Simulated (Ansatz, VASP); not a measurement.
## Cr: VASP beside Ansatz

```xyz
5
Lattice="4.0284 0.0000 0.0000 -2.0142 3.4887 0.0000 0.0000 0.0000 19.2892" Properties=species:S:1:pos:R:3 pbc="T T T"
Cr    3.0213    0.5814    8.0620
Cr   -1.0071    2.9072    8.9089
Cr    1.0071    1.7443    9.6446
Cr    3.0213    0.5814   10.3803
Cr   -1.0071    2.9072   11.2272
```

Alike in both runs: functional PBE; k mesh 10 × 10 × 1; occupations fermi-dirac, width 0.08 eV; collinear spin.

Ansatz relaxed the structure, and its values are those at the end. VASP's run is a single point on that final structure, the one shown.

|  | VASP | Ansatz |
| --- | --- | --- |
| version | VASP 6.6.1 | Ansatz 0.2.0 |
| potentials or method | VASP PAW PBE potentials, release 64 (Cr_pv) | PAW with Ansatz's default frozen-core files, scalar-relativistic |
| plane-wave cutoff (eV) | 520 | 420 |
| valence electrons in the cell | 60 | 70 |

VASP gave:

```
rms of the force components (eV/Å)                            : 0.028
net moment per atom (μB)                                      : 0.66
size of the moment on the site where the two differ most (μB) : 2.55
```

Q: Estimate Ansatz's values.

A: rms of the force components (eV/Å): 0.005; net moment per atom (μB): 0.65; size of the moment on the site where the two differ most (μB): 2.29.

Site moments also hang on the region over which each program counts them. VASP's potentials hold 60 valence electrons a cell and Ansatz's 70, so a difference there can come from the potentials and not from the codes. Ansatz's warnings: seeded moment not kept, stress scf threshold loose.
